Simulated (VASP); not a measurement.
Set up this calculation in VASP 6.6.1, as the native input.

- Task: single point
- Functional: PBEsol
- Potentials or basis: VASP PAW PBE potentials, release 64 (Hf_pv, O)
- Cutoff: 520 eV
- k mesh: 8 × 8 × 8
- Occupations: gaussian, width 0.05 eV
- Spin: no spin polarisation
- Dipole correction: no
- Further INCAR settings: ALGO = Normal; EDIFF = 1e-06; NBANDS = 18

The structure of HfO2 lies in POSCAR:

```
HfO2
1.0
    0.0000000000      2.4296250000      2.5575000000
    2.4296250000      0.0000000000      2.5575000000
    2.4296250000      2.4296250000      0.0000000000
Hf O
1 2
Direct
    0.0000000000      0.0000000000      0.0000000000
    0.2500000000      0.2500000000      0.2500000000
    0.7500000000      0.7500000000      0.7500000000
```

This cell differs from its parent crystal: strain -0.050 along x and y, +0.000 along z.

The input as run:

INCAR

```
ALGO = Normal
EDIFF = 1E-6
ENCUT = 520
GGA = PS
ISIF = 2
ISMEAR = 0
LASPH = T
LCHARG = F
LREAL = F
LWAVE = F
NBANDS = 18
NELM = 80
PREC = Accurate
SIGMA = 0.05
```

KPOINTS

```
k-points
0
Gamma
  8 8 8
```

Potentials or basis: VASP PAW PBE potentials, release 64 (Hf_pv, O).

Launch:

```sh
$ cat potpaw_PBE.64/Hf_pv/POTCAR potpaw_PBE.64/O/POTCAR > POTCAR
$ mpirun -np 1 vasp_std > vasp.out
```

Results of the run:

```
Pressure               : 14.1 GPa
Band gap on the k mesh : 3.26 eV, indirect (least direct gap 3.52 eV)
```

Caveat: the cell differs from its parent crystal (strain -0.050 along x and y, +0.000 along z); the PAW data sets were made with another functional, which shifts forces and pressure a little; spin-orbit coupling is left out, which moves the levels of the heavy elements.

Wall time 24 s on 1 thread of AMD EPYC 9R45 96-Core Processor (Zen 5) (shared host), peak memory 0.15 GiB.
